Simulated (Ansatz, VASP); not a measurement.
**YCuSe3 in VASP and in Ansatz**

POSCAR

```
YCuSe3
1.0
    4.8163985371      0.0000000000      0.0000000000
    0.0000000000      4.8163985371      0.0000000000
    0.0000000000      0.0000000000      4.8163985371
Y Cu Se
1 1 3
Direct
    0.0000000000      0.0000000000      0.0000000000
    0.5000000000      0.5000000000      0.5000000000
    0.0000000000      0.5000000000      0.5000000000
    0.5000000000      0.0000000000      0.5000000000
    0.5000000000      0.5000000000      0.0000000000
```

File INCAR.step1:

```
PREC = Accurate ; ENCUT = 520
ISMEAR = 0 ; SIGMA = 0.1
LREAL = F ; LASPH = T
NELM = 150 ; ISPIN = 2
MAGMOM = 0 1 0 0 0 ; LMAXMIX = 4
NBANDS = 32 ; GGA = PE
ALGO = Normal ; EDIFF = 1E-4
LWAVE = T ; LCHARG = F
```

The input INCAR.step2:

```
PREC = Accurate ; ENCUT = 520
EDIFF = 1E-7 ; ISMEAR = 0
SIGMA = 0.1 ; LREAL = F
LASPH = T ; NELM = 150
ALGO = Normal ; ISIF = 2
LWAVE = F ; LCHARG = F
ISPIN = 2 ; MAGMOM = 0 1 0 0 0
LORBIT = 11 ; LMAXMIX = 4
METAGGA = R2SCAN ; LMIXTAU = T
NBANDS = 32 ; ISTART = 1
```

Contents of KPOINTS:

```
Automatic mesh
0
Gamma
  4 4 4
```

Input for Ansatz:

```yaml
crystal:
  lattice:
    - [4.8163985371, 0.0, 0.0]
    - [0.0, 4.8163985371, 0.0]
    - [0.0, 0.0, 4.8163985371]
  atoms:
    - { symbol: "Y", position: [0.0, 0.0, 0.0] }
    - { symbol: Cu, position: [0.5, 0.5, 0.5], spin: 1.0 }
    - { symbol: Se, position: [0.0, 0.5, 0.5] }
    - { symbol: Se, position: [0.5, 0.0, 0.5] }
    - { symbol: Se, position: [0.5, 0.5, 0.0] }
basis:
  ecutwfc: 500
kpoints:
  mp_grid: { grid: [4, 4, 4] }
hamiltonian:
  xc: r2scan
scf:
  occupations: { method: gaussian, width: 0.1 }
  lower_state_search: "off"
output:
  forces: true
  stress: true
  eigenvalues: true
  populations: true
magnetization:
  spin_polarized: true
```

Alike in both runs: task single point; functional r2SCAN; k mesh 4 × 4 × 4; occupations gaussian, width 0.1 eV; collinear spin.

|  | VASP | Ansatz |
| --- | --- | --- |
| version | VASP 6.6.1 | Ansatz 0.2.0 |
| potentials or method | VASP PAW PBE potentials, release 64 (Y_sv, Cu, Se), cutoff 520 eV | scalar-relativistic, plane waves, PAW |
| valence electrons in the cell | 40 | 78 |

|  | VASP | Ansatz | Ansatz less VASP |
| --- | --- | --- | --- |
| gap on the k mesh at the Fermi level (eV) | none | none | - |
| pressure (GPa) | -1.4 | -1.4 | -0.01 |
| net moment per atom (μB) | 0.00 | 0.00 | 0.000 |

VASP's potentials were made for PBE, not for r2SCAN. A gap of «none» marks a metal or a gap that the smearing closes. The functional is the same, so the differences come from potentials, cutoffs and numerics. VASP's potentials hold 40 valence electrons a cell and Ansatz's 78, so a difference there can come from the potentials and not from the codes. Ansatz's warnings: seeded moment not kept, stability check not made.
